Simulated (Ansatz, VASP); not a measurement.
Two plane-wave programs on B4AsN3

File INCAR:

```
SYSTEM = B4AsN3
PREC = Accurate ; ENCUT = 520
EDIFF = 1E-6 ; ISMEAR = -1
SIGMA = 0.02 ; LREAL = .FALSE.
LASPH = .TRUE. ; NELM = 80
ALGO = Normal ; ISIF = 2
LWAVE = .FALSE. ; LCHARG = .FALSE.
GGA = PE ; NBANDS = 26
```

The input KPOINTS:

```
regular mesh
0
G
  10 10 6
  0 0 0
```

Contents of POSCAR:

```
B4AsN3
1.0
    4.6107635508     -1.3875484992     -0.0190970965
    4.6107635508      1.3875484992     -0.0190970965
   -0.8580009139      0.0000000000      4.8043984574
N As B
3 1 4
Direct
    0.0097468118      0.0097468118      0.0171067164
    0.4952585931      0.4952585931      0.4823497842
    0.7473539424      0.7473539424      0.2518347822
    0.2509323528      0.2509323528      0.7496190639
    0.4641930062      0.4641930062      0.8258479657
    0.9303721096      0.9303721096      0.3142450551
    0.1829161110      0.1829161110      0.1001100729
    0.6692270731      0.6692270731      0.5088865596
```

Input for Ansatz:

```yaml
crystal:
  lattice:
    - [4.6107635508, -1.3875484992, -0.0190970965]
    - [4.6107635508, 1.3875484992, -0.0190970965]
    - [-0.8580009139, 0.0, 4.8043984574]
  atoms:
    - { symbol: "N", position: [0.0097468118, 0.0097468118, 0.0171067164] }
    - { symbol: "N", position: [0.4952585931, 0.4952585931, 0.4823497842] }
    - { symbol: "N", position: [0.7473539424, 0.7473539424, 0.2518347822] }
    - { symbol: As, position: [0.2509323528, 0.2509323528, 0.7496190639] }
    - { symbol: B, position: [0.4641930062, 0.4641930062, 0.8258479657] }
    - { symbol: B, position: [0.9303721096, 0.9303721096, 0.3142450551] }
    - { symbol: B, position: [0.182916111, 0.182916111, 0.1001100729] }
    - { symbol: B, position: [0.6692270731, 0.6692270731, 0.5088865596] }
kpoints:
  mp_grid: { grid: [10, 10, 6] }
  band_path:
    path:
      - [[0.0, 0.0, 0.0], [-0.2733974267207, 0.2733974267207, 1.867791816817e-18]]
      - [[0.2733974267207, 0.7266025732793, -1.585643302788e-17], [0.5, 0.5, -1.585643302788e-17], [0.0, 0.0, 0.0], [0.5, 0.5, -0.5], [0.2654449348886, 0.7345550651114, -0.5]]
      - [[-0.2654449348886, 0.2654449348886, -0.5], [7.37739886717e-20, 7.37739886717e-20, -0.5], [0.0, 0.0, 0.0]]
      - [[2.914911247732e-17, 0.5, -0.5], [0.0, 0.0, 0.0], [5.179523043793e-17, 0.5, -7.92821651394e-18]]
    npoints: 10
hamiltonian:
  xc: pbe
scf:
  occupations: { method: fermi_dirac, width: 0.02 }
  n_extra_bands: 6
output:
  forces: true
  stress: true
  eigenvalues: true
```

Alike in both runs: task single point; functional PBE; k mesh 10 × 10 × 6; occupations fermi-dirac, width 0.02 eV; no spin polarisation.

|  | VASP | Ansatz |
| --- | --- | --- |
| version | VASP 6.6.1 | Ansatz 0.2.0 |
| potentials or method | VASP PAW PBE potentials, release 64 (N, As, B) | plane waves, PAW |
| plane-wave cutoff (eV) | 520 | 420 |
| valence electrons in the cell | 32 | 42 |

VASP gave:

```
pressure (GPa)                                                : 4.0
traceless stress, the component that is largest in VASP (GPa) : -0.48
rms of the force components (eV/Å)                            : 0.137
```

Problem. Estimate Ansatz's values.

Solution. Pressure (GPa): 3.2; traceless stress, the component that is largest in VASP (GPa): -0.39; rms of the force components (eV/Å): 0.094.

Atom by atom the forces differ by 0.044 eV/Å (rms over components). VASP's potentials hold 32 valence electrons a cell and Ansatz's 42, so a difference there can come from the potentials and not from the codes.
